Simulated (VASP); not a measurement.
Crystal: C.

```xyz
12
Lattice="2.5221 0.0000 0.0000 -1.2611 2.1842 0.0000 0.0000 0.0000 12.3557" Properties=species:S:1:pos:R:3 pbc="T T T"
C     1.2611    0.7281    4.3760
C     0.0000    1.4561   10.5539
C     1.2611    0.7281    1.8018
C     0.0000    1.4561    7.9797
C     1.2611    0.7281    5.9205
C     0.0000    1.4561   12.0983
C     1.2611    0.7281    0.2574
C     0.0000    1.4561    6.4352
C     0.0000    0.0000   10.0390
C     0.0000    0.0000    3.8612
C     0.0000    0.0000    8.4945
C     0.0000    0.0000    2.3167
```

Base run:

| Property | Result |
| --- | --- |
| Program | VASP 6.6.1 |
| Functional | RPBE |
| Potentials or basis | VASP PAW PBE potentials, release 64 (C) |
| Cutoff | 520 eV |
| k mesh | 12 × 12 × 3 |
| Occupations | fermi-dirac, width 0.05 eV |
| Spin | no spin polarisation |

Its results: band gap on the k mesh 4.38 eV (least direct gap 5.30 eV); pressure 8.8 GPa; largest force 0.331 eV/Å.

Task: After a change of settings the same cell gave: band gap on the k mesh 4.57 eV (least direct gap 5.53 eV); pressure -1.0 GPa; largest force 0.344 eV/Å. Which change was it?
A. functional from RPBE to r2SCAN
B. functional from RPBE to BLYP; further incar settings from ALGO = Normal; EDIFF = 1e-06; NBANDS = 36 to ALGO = Normal; EDIFF = 1e-07; NBANDS = 36
C. functional from RPBE to PBE exchange alone; further incar settings from ALGO = Normal; EDIFF = 1e-06; NBANDS = 36 to ALGO = Normal; EDIFF = 1e-07; NBANDS = 36

Result: A.

Caveats: the PAW data sets were made with another functional, which shifts forces and pressure a little; an odd mesh through Γ misses points on the zone boundary, where band edges can lie; the cell stands under pressure (at least some runs).
